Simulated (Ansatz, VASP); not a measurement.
# Two plane-wave programs on Ti4AlC3

```
Ti Al C
1.0
     3.08197    0.00000    0.00000
    -1.54099    2.66907    0.00000
     0.00000    0.00000   23.58552
Ti Al C
8 2 6
Direct
  0.33333 0.66667 0.05089
  0.66667 0.33333 0.94911
  0.66667 0.33333 0.55089
  0.33333 0.66667 0.44911
  0.00000 0.00000 0.15289
  0.00000 0.00000 0.84711
  0.00000 0.00000 0.65289
  0.00000 0.00000 0.34711
  0.33333 0.66667 0.25000
  0.66667 0.33333 0.75000
  0.00000 0.00000 0.00000
  0.00000 0.00000 0.50000
  0.66667 0.33333 0.10797
  0.33333 0.66667 0.89203
  0.33333 0.66667 0.60797
  0.66667 0.33333 0.39203
```

Alike in both runs: functional PBE; k mesh 15 × 15 × 2; occupations gaussian, width 0.1 eV; no spin polarisation.

Ansatz relaxed the structure, and its values are those at the end. VASP's run is a single point on that final structure, the one shown.

|  | VASP | Ansatz |
| --- | --- | --- |
| version | VASP 6.6.1 | Ansatz 0.2.0 |
| potentials or method | VASP PAW PBE potentials, release 64 (Ti_sv, Al, C), cutoff 520 eV | scalar-relativistic, plane waves, PAW |
| valence electrons in the cell | 126 | 126 |

Ansatz gave:

```
gap on the k mesh at the Fermi level (eV) : none
pressure (GPa)                            : 0.0
rms of the force components (eV/Å)        : 0.000
```

Estimate VASP's values.

gap on the k mesh at the Fermi level (eV): none; pressure (GPa): 0.0; rms of the force components (eV/Å): 0.005.

A gap of «none» marks a metal or a gap that the smearing closes. The functional is the same, so the differences come from potentials, cutoffs and numerics.
